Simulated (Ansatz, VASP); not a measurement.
## TePb: VASP beside Ansatz

```
Te Pb
1.0
     4.57887    0.00000    0.00000
     0.00000    4.57887    0.00000
     0.00000    0.00000    6.68434
Te Pb
2 2
Direct
  0.00000 0.00000 0.00000
  0.50000 0.50000 0.50000
  0.50000 0.50000 0.00000
  0.00000 0.00000 0.50000
```

Alike in both runs: task single point; functional PBE; k mesh 4 × 4 × 4; occupations gaussian, width 0.1 eV; no spin polarisation.

```csv
,VASP,Ansatz
version,VASP 6.6.1,Ansatz 0.2.0
potentials or method,"VASP PAW PBE potentials, release 64 (Te, Pb_d), cutoff 500 eV","scalar-relativistic, plane waves, PAW"
valence electrons in the cell,40,60
```

|  | VASP | Ansatz | Ansatz less VASP |
| --- | --- | --- | --- |
| gap on the k mesh at the Fermi level (eV) | 0.77 | 0.76 | -0.004 |
| least direct gap on the mesh (eV) | 0.77 | 0.76 | -0.004 |
| pressure (GPa) | 0.5 | 0.6 | +0.04 |
| traceless stress, the component that is largest in VASP (GPa) | -2.23 | -2.23 | +0.001 |

The functional is the same, so the differences come from potentials, cutoffs and numerics. VASP's potentials hold 40 valence electrons a cell and Ansatz's 60, so a difference there can come from the potentials and not from the codes.

Neither program's run includes spin-orbit coupling.
